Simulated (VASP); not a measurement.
A run of VASP 6.6.1:

The input INCAR:

```
SYSTEM = Mo
PREC = Accurate
ENCUT = 520
EDIFF = 1E-6
ISMEAR = -1
SIGMA = 0.1
LREAL = .False.
LASPH = .True.
NELM = 60
ALGO = Normal
ISIF = 2
LWAVE = .False.
LCHARG = .False.
GGA = RE
NBANDS = 21
```

Contents of KPOINTS:

```
Automatic mesh
0
Gamma
  15 15 8
  0 0 0
```

File POSCAR:

```
Mo
1.0
   -1.8987388979      1.8985881321      1.3131311776
    1.8985881321     -1.8987388979      1.3131311776
    3.1262138243      3.1262138243     -1.3134073055
Mo
2
Direct
    0.9999595626      0.0000404374      0.0000000000
    0.7500404374      0.2499595626      0.5000000000
```

Potentials or basis: VASP PAW PBE potentials, release 64 (Mo_sv).

Run with:

```console
$ cat potpaw_PBE.64/Mo_sv/POTCAR > POTCAR
$ mpirun -np 1 vasp_std > vasp.out
```

Hardware: 1 thread of Oxide Virtual Turin-like Processor, on a shared host.

Question: How long does it take, and how much memory?

Answer: Wall time 4.8 min on 1 thread of Oxide Virtual Turin-like Processor (shared host), peak memory 0.32 GiB. Counts: scf iterations 11, k points 488.
